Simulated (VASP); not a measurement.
# CdH2O2 (Cm) in VASP: single point with r2SCAN

Aim: the single point of CdH2O2 with r2SCAN.

Everything below comes from runs of VASP 6.6.1. Logs are shortened: lines on timing, memory, paths and dates and some standing lists are left out, and cuts for length are marked.

## 1. The cell of the first run

Symmetry: Cm, No. 8, monoclinic system. The conventional cell has a = 6.572 Å, b = 10.238 Å, c = 3.427 Å, α = 90.00°, β = 120.02°, γ = 90.00°. Cd (site symmetry 1) has 6 O at 2.25 to 2.44 Å and 7 H at 2.67 to 2.95 Å within 3.0 Å. Within 1.3 Å of H (site symmetry 1) lie 1 O at 0.98 Å. Within 1.3 Å of H (site symmetry m) lie 1 O at 0.97 Å. Within 1.3 Å of H (site symmetry m) lie 1 O at 0.97 Å. O (site symmetry m) has 1 H at 0.97 Å within 1.3 Å. Within 1.3 Å of O (site symmetry 1) lie 1 H at 0.98 Å. Within 1.3 Å of O (site symmetry m) lie 1 H at 0.97 Å.

## 2. Single point, r2SCAN

POSCAR

```
CdH2O2
1.0
   -0.0035882612     -0.0000000002      3.4266999301
    5.6906214772      0.0000002743      0.1450396674
    2.8435163612      5.1188381672      1.7858697987
Cd H O
2 4 4
Direct
    0.8548029733      0.8743151668      0.3055136122
    0.1603165855      0.1798287790      0.6944863878
    0.1534362029      0.6496280629      0.7174655166
    0.8709017196      0.3670935795      0.2825344834
    0.5108538211      0.3087819877      0.0000000000
    0.3488648614      0.7016200886      0.0000000000
    0.5170589943      0.1392067623      0.0000000000
    0.2301152449      0.6288290369      0.5608217164
    0.7909369613      0.1896507533      0.4391782836
    1.0668666357      0.7149637830      0.0000000000
```

INCAR.step1

```
SYSTEM = CdH2O2
  PREC = Accurate
  ENCUT = 520
  ISMEAR = -1
  SIGMA = 0.1
  LREAL = .False.
  LASPH = .True.
  NELM = 80
  NBANDS = 37
  GGA = PE
  ALGO = Normal
  EDIFF = 1E-4
  LWAVE = .True.
  LCHARG = .False.
```

INCAR.step2

```
SYSTEM = CdH2O2
  PREC = Accurate
  ENCUT = 520
  EDIFF = 1E-6
  ISMEAR = -1
  SIGMA = 0.1
  LREAL = .False.
  LASPH = .True.
  NELM = 80
  ALGO = Normal
  ISIF = 2
  LWAVE = .False.
  LCHARG = .True.
  METAGGA = R2SCAN
  LMIXTAU = .True.
  LELF = .True.
  LVHAR = .True.
  NBANDS = 37
  ISTART = 1
```

KPOINTS

```
regular mesh
0
Gamma
  6 6 6
  0 0 0
```

Potentials or basis: VASP PAW PBE potentials, release 64 (Cd, H, O).

Run with:

```console
cat potpaw_PBE.64/Cd/POTCAR potpaw_PBE.64/H/POTCAR potpaw_PBE.64/O/POTCAR > POTCAR
cp INCAR.step1 INCAR
mpirun -np 1 vasp_std > vasp.out
cp INCAR.step2 INCAR
mpirun -np 1 vasp_std > vasp.out
```

OUTCAR:

```text
SYSTEM = CdH2O2
   PREC = Accurate
   ENCUT = 520
   EDIFF = 1E-6
   ISMEAR = -1
   LREAL = .False.
   LASPH = .True.
   NELM = 80
   ISIF = 2
   METAGGA = R2SCAN
   ISTART = 1

 ion  position               nearest neighbor table
   1  0.855  0.874  0.306-   8 2.25   8 2.26   9 2.28   7 2.37  10 2.37   7 2.44   2 3.13
   2  0.160  0.180  0.694-   9 2.25   9 2.26   8 2.28   7 2.37  10 2.37   7 2.44   1 3.13
   3  0.153  0.650  0.717-   8 0.98
   4  0.871  0.367  0.283-   9 0.98
   5  0.511  0.309  0.000-   7 0.97
   6  0.349  0.702  0.000-  10 0.97
   7  0.517  0.139  0.000-   5 0.97   1 2.37   2 2.37   2 2.44   1 2.44
   8  0.230  0.629  0.561-   3 0.98   1 2.25   1 2.26   2 2.28
   9  0.791  0.190  0.439-   4 0.98   2 2.25   2 2.26   1 2.28
  10  0.067  0.715  0.000-   6 0.97   1 2.37   2 2.37

  LATTYP: Found a base centered monoclinic cell.
 ALAT       =     6.5721624010
 B/A-ratio  =     1.5577332749
 C/A-ratio  =     0.5213963989
 COS(beta)  =    -0.5002343123

  Lattice vectors:

 A1 = (   2.8471051160,  -5.1188378929,  -1.6408301313)
 A2 = (   2.8471046224,   5.1188381674,  -1.6408301314)
 A3 = (  -0.0035882612,  -0.0000000002,   3.4266999301)

Analysis of symmetry for initial positions (statically):
=====================================================================
 Subroutine PRICEL returns:
 Original cell was already a primitive cell.

 Routine SETGRP: Setting up the symmetry group for a
 base centered monoclinic supercell.

 Subroutine GETGRP returns: Found  2 space group operations
 (whereof  2 operations were pure point group operations)
 out of a pool of  4 trial point group operations.

The static configuration has the point symmetry C_1h.

Analysis of symmetry for dynamics (positions and initial velocities):
=====================================================================
 Subroutine PRICEL returns:
 Original cell was already a primitive cell.

 Routine SETGRP: Setting up the symmetry group for a
 base centered monoclinic supercell.

 Subroutine GETGRP returns: Found  2 space group operations
 (whereof  2 operations were pure point group operations)
 out of a pool of  4 trial point group operations.

The dynamic configuration has the point symmetry C_1h.

 Subroutine INISYM returns: Found  2 space group operations
 (whereof  2 operations are pure point group operations),
 and found     1 'primitive' translations

----------------------------------------------------------------------------------------

                                     Primitive cell

  volume of cell :      99.8203

  direct lattice vectors                    reciprocal lattice vectors
    -0.003588261 -0.000000000  3.426699930    -0.007437709 -0.097678418  0.291818173
     5.690621477  0.000000274  0.145039667     0.175723046 -0.097678409  0.000184008
     2.843516361  5.118838167  1.785869799    -0.000000009  0.195356836  0.000000000

  length of vectors
     3.426701809  5.692469526  6.121880464     0.307821765  0.201046498  0.195356836

  position of ions in fractional coordinates (direct lattice)
     0.854802973  0.874315167  0.305513612
     0.160316585  0.179828779  0.694486388
     0.153436203  0.649628063  0.717465517
     0.870901720  0.367093580  0.282534483
     0.510853821  0.308781988  1.000000000
     0.348864861  0.701620089  1.000000000
     0.517058994  0.139206762  1.000000000
     0.230115245  0.628829037  0.560821716
     0.790936961  0.189650753  0.439178284
     0.066866636  0.714963783  1.000000000

  ion indices of the primitive-cell ions
   primitive index   ion index
                 1           1
                 2           2
                 3           3
                 4           4
                 5           5
                 6           6
                 7           7
                 8           8
                 9           9
                10          10

----------------------------------------------------------------------------------------

 KPOINTS: regular mesh

Automatic generation of k-mesh.
 Grid dimensions read from file:
 generate k-points for:    6    6    6

 Generating k-lattice:

  Cartesian coordinates                     Fractional coordinates (reciprocal lattice)
    -0.001239618 -0.016279736  0.048636362     0.166666667 -0.000000000  0.000000000
     0.029287174 -0.016279735  0.000030668     0.000000000  0.166666667 -0.000000000
    -0.000000002  0.032559473  0.000000000     0.000000000 -0.000000000  0.166666667

  Length of vectors
     0.051303627  0.033507750  0.032559473

  Shift w.r.t. Gamma in fractional coordinates (k-lattice)
     0.000000000  0.000000000  0.000000000

 Subroutine IBZKPT returns following result:
 ===========================================

 Found     68 irreducible k-points:

 Following reciprocal coordinates:
            Coordinates               Weight
  0.000000  0.000000  0.000000      1.000000
  0.166667  0.000000 -0.000000      4.000000
  0.333333 -0.000000 -0.000000      4.000000
  0.500000  0.000000 -0.000000      2.000000
  0.000000  0.166667 -0.000000      4.000000
  0.166667  0.166667  0.000000      4.000000
[... 16 lines left out ...]
  0.500000  0.000000  0.166667      4.000000
 -0.333333  0.000000  0.166667      4.000000
 [... further k-points ...]
   k-points           NKPTS =     68   k-points in BZ     NKDIM =     68   number of bands    NBANDS=     37
   number of dos      NEDOS =    301   number of ions     NIONS =     10
   total plane-waves  NPLWV =  56448
   dimension x,y,z NGX =    28 NGY =   42 NGZ =   48
   dimension x,y,z NGXF=    56 NGYF=   84 NGZF=   96
   ions per type =               2   4   4
   NGX,Y,Z   is equivalent  to a cutoff of  13.58, 12.27, 13.03 a.u.
   NGXF,Y,Z  is equivalent  to a cutoff of  27.17, 24.53, 26.07 a.u.
 SYSTEM =  CdH2O2
   PREC   = accura    normal or accurate (medium, high low for compatibility)
   ISTART =      1    job   : 0-new  1-cont  2-samecut
   ICHARG =      0    charge: 1-file 2-atom 10-const
   ISPIN  =      1    spin polarized calculation?
   LNONCOLLINEAR =      F non collinear calculations
   LSORBIT =      F    spin-orbit coupling
   LASPH  =      T    aspherical Exc in radial PAW
   ENCUT  =  520.0 eV  38.22 Ry    6.18 a.u.   6.37 10.58 11.38*2*pi/ulx,y,z
   NELM   =     80;   NELMIN=  2; NELMDL=  0     # of ELM steps
   EDIFF  = 0.1E-05   stopping-criterion for ELM
   LREAL  =      F    real-space projection
   EDIFFG = 0.1E-04   stopping-criterion for IOM
   NSW    =      0    number of steps for IOM
   IBRION =     -1    ionic relax: 0-MD 1-quasi-New 2-CG
   NFREE  =      0    steps in history (QN), initial steepest desc. (CG)
   ISIF   =      2    stress and relaxation
   ISYM   =      2    0-nonsym 1-usesym 2-fastsym
   POTIM  = 0.5000    time-step for ionic-motion
   TEBEG  =    0.0;   TEEND  =   0.0 temperature during run
   PSTRESS=    0.0 pullay stress
   NELECT =      52.0000    total number of electrons
   NUPDOWN=      -1.0000    fix difference up-down
   EMIN   =  10.00;   EMAX   =-10.00  energy-range for DOS
   EFERMI =   0.00;   METHOD = LEGACY
   ISMEAR =    -1;   SIGMA  =   0.10  broadening in eV -4-tet -1-fermi 0-gaus
   EFERMI_NEDOS =   21; number of points for ismear=-14 and -15
   IALGO  =     38    algorithm
   IMIX   =      4    mixing-type and parameters
     AMIX     =   0.40;   BMIX     =  1.00
     AMIX_MAG =   1.60;   BMIX_MAG =  1.00
  volume/ion in A,a.u.               =       9.98        67.36
  Fermi-wavevector in a.u.,A,eV,Ry     =   1.317255  2.489250 23.608278  1.735159
  Thomas-Fermi vector in A             =   2.447309
   LORBIT       =      0    0 simple, 1 ext, 2 COOP (PROOUT), +10 PAW based schemes
   METAGGA = R2SCAN    functional components
   LHFCALC =     F    Hartree Fock is set to
   AEXX    =    0.0000 exact exchange contribution
   IVDW    =     0    specifies the selected vdW correction
   LEPSILON=     F    determine dielectric tensor
   LRPA    =     F    only Hartree local field effects (RPA)
 non-spin polarized calculation
  energy-cutoff  :      520.00
  volume of cell :       99.82
 maximum number of plane-waves:      2717
 NGX is ok and might be reduce to    28
   NGX = 13   NGY = 21   NGZ = 23

 number of electron      52.0000005 magnetization

 Free energy of the ion-electron system (eV)
  ---------------------------------------------------
  ext. energy  EPLUGINS =         0.00000000
  ---------------------------------------------------
  free energy    TOTEN  =       -89.40443304 eV

  energy without entropy =      -89.40443077  energy(sigma->0) =      -89.40443191

 E-fermi :   0.8291     XC(G=0): -10.4687

 val. band max:       -0.5119274486   @ k =  -0.0000   0.0000   0.5000
 cond. band min:       1.7628657124   @ k =   0.0000   0.0000   0.0000
 fundamental gap:      2.2747931610
 Fermi energy:         0.8290640167

 k-point     1 :       0.0000    0.0000    0.0000
  band No.  band energies     occupation
      1     -19.9893      2.00000
      2     -19.3744      2.00000
      3     -19.3245      2.00000
      4     -19.0754      2.00000
      5      -7.5040      2.00000
      6      -7.4820      2.00000
[... 29 lines left out ...]
     36      13.2065      0.00000
     37      14.4050      0.00000

 k-point     2 :       0.1667    0.0000   -0.0000
  band No.  band energies     occupation
      1     -19.9063      2.00000
      2     -19.3934      2.00000
      3     -19.3225      2.00000
      4     -19.0489      2.00000
      5      -7.3945      2.00000
      6      -7.3174      2.00000
[... 29 lines left out ...]
     36      12.6595      0.00000
     37      13.0080      0.00000
[... 838 lines left out ...]
     36      11.7793      0.00000
     37      11.9790      0.00000

 k-point    24 :      -0.3333    0.0000    0.1667
  band No.  band energies     occupation
      1     -19.6727      2.00000
      2     -19.4407      2.00000
      3     -19.3719      2.00000
      4     -18.9978      2.00000
      5      -7.4041      2.00000
      6      -7.2711      2.00000
[... 29 lines left out ...]
     36      11.8258      0.00000
     37      12.1541      0.00000

 [... further k-points ...]

------------------------ aborting loop because EDIFF is reached ----------------------------------------

  FORCE on cell =-STRESS in cart. coord.  units (eV):
  Direction    XX          YY          ZZ          XY          YZ          ZX
  --------------------------------------------------------------------------------------
  -------------------------------------------------------------------------------------
  Total        0.6201844      0.5209586      0.6459134      0.0000000     -0.0000000     -0.0428704
  in kB        9.9543453      8.3617083     10.3673107      0.0000001     -0.0000000     -0.6880959
  external PRESSURE =       9.5611214 kB  Pullay stress =       0.0000000 kB

 VOLUME and BASIS-vectors are now :
 -----------------------------------------------------------------------------
  energy-cutoff  :      520.00
  volume of cell :       99.82
      direct lattice vectors                 reciprocal lattice vectors
    -0.003588261 -0.000000000  3.426699930    -0.007437709 -0.097678418  0.291818173
     5.690621477  0.000000274  0.145039667     0.175723046 -0.097678409  0.000184008
     2.843516361  5.118838167  1.785869799    -0.000000009  0.195356836  0.000000000

 POSITION                                       TOTAL-FORCE (eV/Angst)
 -----------------------------------------------------------------------------------
      5.84106      1.56387      3.60157        -0.006773      0.002961     -0.003815
      2.99755      3.55496      1.81570        -0.006773     -0.002961     -0.003815
      5.73636      3.67259      1.90130         0.089317      0.120206      0.004098
      2.88926      1.44625      3.54213         0.089317     -0.120206      0.004098
      1.75533      0.00000      1.79533         0.182232      0.000000     -0.001133
      3.99140      0.00000      1.29722        -0.019342     -0.000000      0.193087
      0.79032      0.00000      1.79200        -0.129473     -0.000000     -0.012970
      5.17231      2.87076      1.88130        -0.055015     -0.031052      0.000492
      2.32520      2.24808      3.52213        -0.055015      0.031052      0.000492
      4.06835      0.00000      0.33283        -0.088476     -0.000000     -0.180536
 -----------------------------------------------------------------------------------
    total drift:                               -0.000822      0.000018     -0.000587

  FREE ENERGIE OF THE ION-ELECTRON SYSTEM (eV)
  ---------------------------------------------------
  free  energy   TOTEN  =       -89.4044330442 eV

  energy  without entropy=      -89.4044307703  energy(sigma->0) =      -89.40443191
```

Wall time 11 min (1 thread of Intel Xeon Platinum 8259CL at 2.50GHz (Skylake/Cascade Lake), shared host); peak memory 0.38 GiB.

What came out:

```
Free energy            : -89.4044 eV
Pressure               : 1.0 GPa
Largest force          : 0.201 eV/Å
Band gap on the k mesh : 2.27 eV (least direct gap 2.37 eV)
```

Forces on the atoms (eV/Å):
```
Cd  -0.007  0.003 -0.004
Cd  -0.007 -0.003 -0.004
H    0.089  0.120  0.004
H    0.089 -0.120  0.004
H    0.182  0.000 -0.001
H   -0.019  0.000  0.193
O   -0.129  0.000 -0.013
O   -0.055 -0.031  0.000
O   -0.055  0.031  0.000
O   -0.088  0.000 -0.181
```

Stress tensor (GPa, compression positive):
```
 1.00  0.00 -0.07
 0.00  0.84  0.00
-0.07  0.00  1.04
```

Levels at points of the mesh, in eV from the valence-band top:
```csv
k point,band 22,band 23,band 24,band 25,band 26,band 27,band 28,band 29,band 30,band 31
"(0.00, 0.00, 0.00)",-1.17,-0.95,-0.57,-0.47,-0.10,2.27,6.84,6.87,7.68,10.10
"(0.50, 0.00, 0.00)",-1.97,-1.63,-1.14,-0.63,-0.08,6.83,7.05,7.52,9.22,9.88
"(0.00, 0.50, 0.00)",-1.53,-1.20,-0.70,-0.52,-0.04,4.85,5.02,7.50,7.63,9.38
"(0.50, 0.50, 0.00)",-1.62,-1.11,-0.96,-0.38,-0.22,7.05,7.06,7.32,8.06,8.47
"(0.00, 0.00, 0.50)",-1.86,-1.28,-0.43,-0.01,0.00,4.74,4.96,7.04,7.78,10.44
"(0.50, 0.50, 0.50)",-1.59,-1.18,-1.12,-0.50,-0.21,7.04,7.41,7.59,7.80,9.22
```

Caveat: the PAW data sets were made with another functional, which shifts forces and pressure a little. A k mesh can miss the band edges.
